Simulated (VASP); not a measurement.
# SrCl2 (R-3m) in VASP: notebook

The runs below take SrCl2 through single point, with PBE.

Program: VASP 6.6.1. These are calculated values, not measurements. Logs are shortened: lines on timing, memory, paths and dates and some standing lists are left out, and cuts for length are marked.

## 1. The cell of the first run

Symmetry: R-3m, No. 166, trigonal system. The conventional cell has a = 5.204 Å, b = 5.204 Å, c = 10.834 Å, α = 90.00°, β = 90.00°, γ = 120.00°. Sr (site symmetry -3m) has 8 Cl at 2.71 to 3.14 Å within 3.6 Å. Within 3.6 Å of Cl (site symmetry 3m) lie 4 Sr at 2.71 to 3.14 Å and 6 Cl at 3.51 Å.

## 2. Single point, PBE

INCAR

```
SYSTEM = SrCl2
PREC     = Accurate       ! precision mode
ENCUT    = 520            ! plane-wave cutoff, eV
EDIFF    = 1E-6           ! SCF threshold, eV
ISMEAR   = 0              ! smearing method
SIGMA    = 0.05           ! smearing width, eV
LREAL    = .False.        ! projectors in reciprocal space
LASPH    = .True.         ! aspherical terms in the spheres
NELM     = 80             ! most SCF steps
ALGO     = Normal         ! electronic algorithm
ISIF     = 2              ! what is computed and relaxed
LWAVE    = .False.        ! write WAVECAR
LCHARG   = .False.        ! write CHGCAR
GGA      = PE             ! functional
NBANDS   = 19             ! bands
```

KPOINTS

```
Automatic mesh
0
Gamma
  6 6 6
  0 0 0
```

POSCAR

```
SrCl2
1.0
   -0.3679527998      3.3115751979      3.3115751979
    3.3115751979     -0.3679527998      3.3115751979
    3.3115751979      3.3115751979     -0.3679527998
Sr Cl
1 2
Direct
    0.0000000000      0.0000000000      0.0000000000
    0.2500000000      0.2500000000      0.2500000000
    0.7500000000      0.7500000000      0.7500000000
```

Potentials or basis: VASP PAW PBE potentials, release 64 (Sr_sv, Cl).

Launch:

```console
cat potpaw_PBE.64/Sr_sv/POTCAR potpaw_PBE.64/Cl/POTCAR > POTCAR
mpirun -np 1 vasp_std > vasp.out
```

OUTCAR:

```text
SYSTEM = SrCl2
   PREC = Accurate
   ENCUT = 520
   EDIFF = 1E-6
   ISMEAR = 0
   LREAL = .False.
   LASPH = .True.
   NELM = 80
   ISIF = 2
   GGA = PE

 ion  position               nearest neighbor table
   1  0.000  0.000  0.000-   2 2.71   3 2.71   3 3.14   3 3.14   3 3.14   2 3.14   2 3.14   2 3.14

   2  0.250  0.250  0.250-   1 2.71   1 3.14   1 3.14   1 3.14
   3  0.750  0.750  0.750-   1 2.71   1 3.14   1 3.14   1 3.14

  LATTYP: Found a trigonal (rhomboedric) cell.
 ALAT       =     4.6977068710
 COS(alpha) =     0.3865030675

  Lattice vectors:

 A1 = (  -0.3679527998,   3.3115751979,   3.3115751979)
 A2 = (   3.3115751979,  -0.3679527998,   3.3115751979)
 A3 = (   3.3115751979,   3.3115751979,  -0.3679527998)

Analysis of symmetry for initial positions (statically):
=====================================================================
 Subroutine PRICEL returns:
 Original cell was already a primitive cell.

 Routine SETGRP: Setting up the symmetry group for a
 trigonal (rhombohedral) supercell.

 Subroutine GETGRP returns: Found 12 space group operations
 (whereof 12 operations were pure point group operations)
 out of a pool of 12 trial point group operations.

The static configuration has the point symmetry D_3d.

Analysis of symmetry for dynamics (positions and initial velocities):
=====================================================================
 Subroutine PRICEL returns:
 Original cell was already a primitive cell.

 Routine SETGRP: Setting up the symmetry group for a
 trigonal (rhombohedral) supercell.

 Subroutine GETGRP returns: Found 12 space group operations
 (whereof 12 operations were pure point group operations)
 out of a pool of 12 trial point group operations.

The dynamic configuration has the point symmetry D_3d.

 Subroutine INISYM returns: Found 12 space group operations
 (whereof 12 operations are pure point group operations),
 and found     1 'primitive' translations

----------------------------------------------------------------------------------------

                                     Primitive cell

  volume of cell :      84.6887

[... 84 lines left out ...]
   ISPIN  =      1    spin polarized calculation?
   LNONCOLLINEAR =      F non collinear calculations
   LSORBIT =      F    spin-orbit coupling
   LASPH  =      T    aspherical Exc in radial PAW
   ENCUT  =  520.0 eV  38.22 Ry    6.18 a.u.   8.73  8.73  8.73*2*pi/ulx,y,z
   NELM   =     80;   NELMIN=  2; NELMDL= -5     # of ELM steps
   EDIFF  = 0.1E-05   stopping-criterion for ELM
   LREAL  =      F    real-space projection
   EDIFFG = 0.1E-04   stopping-criterion for IOM
   NSW    =      0    number of steps for IOM
   IBRION =     -1    ionic relax: 0-MD 1-quasi-New 2-CG
   NFREE  =      0    steps in history (QN), initial steepest desc. (CG)
   ISIF   =      2    stress and relaxation
   ISYM   =      2    0-nonsym 1-usesym 2-fastsym
   POTIM  = 0.5000    time-step for ionic-motion
   TEBEG  =    0.0;   TEEND  =   0.0 temperature during run
   PSTRESS=    0.0 pullay stress
   NELECT =      24.0000    total number of electrons
   NUPDOWN=      -1.0000    fix difference up-down
   EMIN   =  10.00;   EMAX   =-10.00  energy-range for DOS
   EFERMI =   0.00;   METHOD = LEGACY
   ISMEAR =     0;   SIGMA  =   0.05  broadening in eV -4-tet -1-fermi 0-gaus
   EFERMI_NEDOS =   21; number of points for ismear=-14 and -15
   IALGO  =     38    algorithm
   IMIX   =      4    mixing-type and parameters
     AMIX     =   0.40;   BMIX     =  1.00
     AMIX_MAG =   1.60;   BMIX_MAG =  1.00
  volume/ion in A,a.u.               =      28.23       190.50
  Fermi-wavevector in a.u.,A,eV,Ry     =   1.075318  2.032056 15.732530  1.156308
  Thomas-Fermi vector in A             =   2.211171
   LORBIT       =      0    0 simple, 1 ext, 2 COOP (PROOUT), +10 PAW based schemes
   GGA     = PE    functional components
   LHFCALC =     F    Hartree Fock is set to
   AEXX    =    0.0000 exact exchange contribution
   IVDW    =     0    specifies the selected vdW correction
   LEPSILON=     F    determine dielectric tensor
   LRPA    =     F    only Hartree local field effects (RPA)
 non-spin polarized calculation
 Gauss-broadening in eV      SIGMA  =   0.05
  energy-cutoff  :      520.00
  volume of cell :       84.69
 maximum number of plane-waves:      2305
   NGX = 17   NGY = 17   NGZ = 17

 number of electron      23.9999996 magnetization

 Free energy of the ion-electron system (eV)
  ---------------------------------------------------
  ext. energy  EPLUGINS =         0.00000000
  ---------------------------------------------------
  free energy    TOTEN  =       -12.55475422 eV

  energy without entropy =      -12.55475422  energy(sigma->0) =      -12.55475422

 E-fermi :   0.3141     XC(G=0):  -8.2825

 val. band max:        0.0957103755   @ k =   0.5000   0.5000   0.0000
 cond. band min:       5.4254015087   @ k =   0.0000   0.0000   0.0000
 fundamental gap:      5.3296911332
 Fermi energy:         0.3141466359

 k-point     1 :       0.0000    0.0000    0.0000
  band No.  band energies     occupation
      1     -32.6360      2.00000
      2     -14.8018      2.00000
      3     -14.6451      2.00000
      4     -14.6451      2.00000
      5     -13.1806      2.00000
      6     -12.2050      2.00000
[... 505 lines left out ...]
      6     -12.2798      2.00000
[... 11 lines left out ...]
     18       9.7565      0.00000
     19      10.3133      0.00000

 [... further k-points ...]

------------------------ aborting loop because EDIFF is reached ----------------------------------------

  FORCE on cell =-STRESS in cart. coord.  units (eV):
  Direction    XX          YY          ZZ          XY          YZ          ZX
  --------------------------------------------------------------------------------------
  -------------------------------------------------------------------------------------
  Total        1.5661956      1.5661956      1.5661956      1.7026660      1.7026660      1.7026660
  in kB       29.6299779     29.6299779     29.6299779     32.2117849     32.2117849     32.2117849
  external PRESSURE =      29.6299779 kB  Pullay stress =       0.0000000 kB

 VOLUME and BASIS-vectors are now :
 -----------------------------------------------------------------------------
  energy-cutoff  :      520.00
  volume of cell :       84.69
      direct lattice vectors                 reciprocal lattice vectors
    -0.367952800  3.311575198  3.311575198    -0.127893642  0.143880347  0.143880347
     3.311575198 -0.367952800  3.311575198     0.143880347 -0.127893642  0.143880347
     3.311575198  3.311575198 -0.367952800     0.143880347  0.143880347 -0.127893642

 POSITION                                       TOTAL-FORCE (eV/Angst)
 -----------------------------------------------------------------------------------
      0.00000      0.00000      0.00000        -0.000000      0.000000     -0.000000
      1.56380      1.56380      1.56380         0.543971      0.543971      0.543971
      4.69140      4.69140      4.69140        -0.543971     -0.543971     -0.543971
 -----------------------------------------------------------------------------------
    total drift:                                0.000000      0.000000      0.000000

  FREE ENERGIE OF THE ION-ELECTRON SYSTEM (eV)
  ---------------------------------------------------
  free  energy   TOTEN  =       -12.5547542237 eV

  energy  without entropy=      -12.5547542237  energy(sigma->0) =      -12.55475422
```

OSZICAR:

```text
N       E                     dE             d eps       ncg     rms          rms(c)
DAV:   1     0.142241804273E+03    0.14224E+03   -0.11522E+04  1216   0.114E+03
DAV:   2    -0.364129272270E+01   -0.14588E+03   -0.14187E+03  1626   0.219E+02
DAV:   3    -0.125494112874E+02   -0.89081E+01   -0.88797E+01  1634   0.553E+01
DAV:   4    -0.128772784993E+02   -0.32787E+00   -0.32744E+00  1943   0.891E+00
DAV:   5    -0.128809506679E+02   -0.36722E-02   -0.36719E-02  1686   0.944E-01    0.160E+01
DAV:   6    -0.125431597273E+02    0.33779E+00   -0.68645E-01  1429   0.454E+00    0.100E+01
DAV:   7    -0.125506742759E+02   -0.75145E-02   -0.47485E-01  1653   0.400E+00    0.211E+00
DAV:   8    -0.125524600809E+02   -0.17858E-02   -0.68407E-02  1431   0.142E+00    0.493E-01
DAV:   9    -0.125533473190E+02   -0.88724E-03   -0.23443E-03  1533   0.308E-01    0.169E-01
DAV:  10    -0.125545136812E+02   -0.11664E-02   -0.68115E-04  1368   0.156E-01    0.337E-02
DAV:  11    -0.125547268112E+02   -0.21313E-03   -0.14894E-04  1545   0.708E-02    0.360E-02
DAV:  12    -0.125547503280E+02   -0.23517E-04   -0.20880E-05  1435   0.257E-02    0.653E-03
DAV:  13    -0.125547538056E+02   -0.34775E-05   -0.41052E-06  1539   0.118E-02    0.339E-03
DAV:  14    -0.125547542237E+02   -0.41813E-06   -0.46583E-07  1184   0.440E-03
   1 F= -.12554754E+02 E0= -.12554754E+02  d E =-.201476E-11
```

stdout:

```text
POSCAR found type information on POSCAR SrCl
 POSCAR found :  2 types and       3 ions
 scaLAPACK will be used
 LDA part: xc-table for (Slater+PW92), standard interpolation
 POSCAR, INCAR and KPOINTS ok, starting setup
 FFT: planning ... GRIDC
 FFT: planning ... GRID_SOFT
 FFT: planning ... GRID
 WAVECAR not read
 entering main loop
```

It took 46 s on 1 thread of Intel Xeon Platinum 8259CL at 2.50GHz (Skylake/Cascade Lake), shared host; peak memory 0.22 GiB.

Results:

```
Free energy            : -12.5548 eV
Pressure               : 3.0 GPa
Largest force          : 0.942 eV/Å
Band gap on the k mesh : 5.33 eV, indirect (least direct gap 5.58 eV)
```

Forces in eV/Å, atoms in the order of the input:
```
Sr   0.000  0.000  0.000
Cl   0.544  0.544  0.544
Cl  -0.544 -0.544 -0.544
```

Levels at points of the mesh, in eV from the valence-band top:
| k point | band 9 | band 10 | band 11 | band 12 | band 13 | band 14 | band 15 | band 16 |
| --- | --- | --- | --- | --- | --- | --- | --- | --- |
| (0.00, 0.00, 0.00) | -2.04 | -0.35 | -0.25 | -0.25 | 5.33 | 6.22 | 6.22 | 8.58 |
| (0.50, 0.00, 0.00) | -1.41 | -1.31 | -1.04 | -0.82 | 6.46 | 7.08 | 7.51 | 7.96 |
| (0.50, 0.50, 0.00) | -1.57 | -0.69 | -0.20 | 0.00 | 5.63 | 6.90 | 7.67 | 7.96 |
| (0.50, 0.50, 0.50) | -1.47 | -1.15 | -1.10 | -1.10 | 7.06 | 7.06 | 7.71 | 7.98 |

(Continued in part 2 of 2.)
